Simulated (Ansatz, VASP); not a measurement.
# Mg4H: VASP beside Ansatz

```
Mg H
1.0
     6.42014    0.00000    0.00000
     0.00000    5.13791    0.00000
     0.00000    0.00000   21.66448
Mg H
8 2
Direct
  0.00000 0.75000 0.18463
  0.50000 0.75000 0.18463
  0.25000 0.25000 0.22741
  0.75000 0.25000 0.22741
  0.25000 0.75000 0.31732
  0.75000 0.75000 0.31732
  0.00000 0.25000 0.35378
  0.50000 0.25000 0.35378
  0.69938 0.08333 0.37455
  0.80062 0.08333 0.37455
```

Alike in both runs: task single point; functional PBE; k mesh 4 × 5 × 1; occupations gaussian, width 0.1 eV; no spin polarisation.

|  | VASP | Ansatz |
| --- | --- | --- |
| version | VASP 6.6.1 | Ansatz 0.2.0 |
| potentials or method | VASP PAW PBE potentials, release 64 (Mg, H), cutoff 520 eV | scalar-relativistic, plane waves, PAW |
| valence electrons in the cell | 18 | 82 |

```csv
,VASP,Ansatz,Ansatz less VASP
gap on the k mesh at the Fermi level (eV),none,none,-
rms of the force components (eV/Å),1.650,1.633,-0.0167
"work function, face that differs most (eV)",3.46,3.46,-0.006
```

Atom by atom the forces differ by 0.017 eV/Å (rms over components). A gap of «none» marks a metal or a gap that the smearing closes. VASP's potentials hold 18 valence electrons a cell and Ansatz's 82, so a difference there can come from the potentials and not from the codes.
